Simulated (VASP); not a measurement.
**Rh: relaxation of cell and atoms with PBE**

The system is Rh.

```
Rh
1.0
     2.72478    0.00000    0.00000
    -1.36239    2.35973    0.00000
     0.00000    0.00000    8.76999
Rh
4
Direct
  0.00000 0.00000 0.00000
  0.33333 0.66667 0.25000
  0.00000 0.00000 0.50000
  0.66667 0.33333 0.75000
```

```yaml
Program: VASP 6.6.1
Task: relaxation of cell and atoms
Functional: PBE
Potentials_or_basis: VASP PAW PBE potentials, release 64 (Rh_pv)
Cutoff: 600 eV
k_mesh: 18 × 18 × 5
Occupations: gaussian, width 0.1 eV
Spin: no spin polarisation
Dipole_correction: no
Further_INCAR_settings: ALGO = Fast; EDIFF = 1e-06; IBRION = 2; EDIFFG = -0.01; NSW = 65; ISIF = 3
```

```json
{
 "Relaxed volume": "14.06 Å³/atom",
 "Relaxed cell": "a = 2.711 Å, b = 2.711 Å, c = 8.836 Å, α = 90.00°, β = 90.00°, γ = 120.00°",
 "Space group after relaxing (to 0.05 Å)": "P6_3/mmc (No. 194)",
 "Energy gained by relaxing": "1.5 meV/atom",
 "Ionic steps": "5",
 "Pressure after relaxing": "0.0 GPa",
 "Band gap on the k mesh": "zero (band 30 reaches 12.30 eV, above the bottom of band 31 at 10.43 eV)"
}
```

Step by step:
```tsv
step	energy change (eV)	largest force (eV/Å)	pressure (GPa)	volume (Å³)
1	0.0000	0.0000	-0.50	56.39
2	-0.0045	0.0000	1.13	56.02
3	-0.0058	0.0000	0.55	56.14
4	-0.0052	0.0000	-0.97	56.48
5	-0.0060	0.0000	0.04	56.26
```

Final structure:
```cif
data_structure
_symmetry_space_group_name_H-M 'P 1'
_symmetry_Int_Tables_number 1
_cell_length_a 2.7114
_cell_length_b 2.7114
_cell_length_c 8.8359
_cell_angle_alpha 90.000
_cell_angle_beta 90.000
_cell_angle_gamma 120.000
_cell_volume 56.26
loop_
_atom_site_label
_atom_site_type_symbol
_atom_site_fract_x
_atom_site_fract_y
_atom_site_fract_z
_atom_site_occupancy
Rh1 Rh 0.00000 0.00000 0.00000 1
Rh2 Rh 0.33333 0.66667 0.25000 1
Rh3 Rh 0.00000 0.00000 0.50000 1
Rh4 Rh 0.66667 0.33333 0.75000 1
```

Levels at points of the mesh, in eV from the Fermi level:
| k point | band 26 | band 27 | band 28 | band 29 | band 30 | band 31 | band 32 | band 33 |
| --- | --- | --- | --- | --- | --- | --- | --- | --- |
| (0.00, 0.00, 0.00) | -2.55 | -2.55 | -1.41 | -1.41 | -0.85 | -0.85 | -0.35 | -0.35 |
| (0.50, 0.00, 0.00) | 0.50 | 0.51 | 0.56 | 0.61 | 0.78 | 0.79 | 0.82 | 1.24 |

It took 22 min on 1 thread of Oxide Virtual Turin-like Processor, with other jobs on the host, peak memory 0.3 GiB.
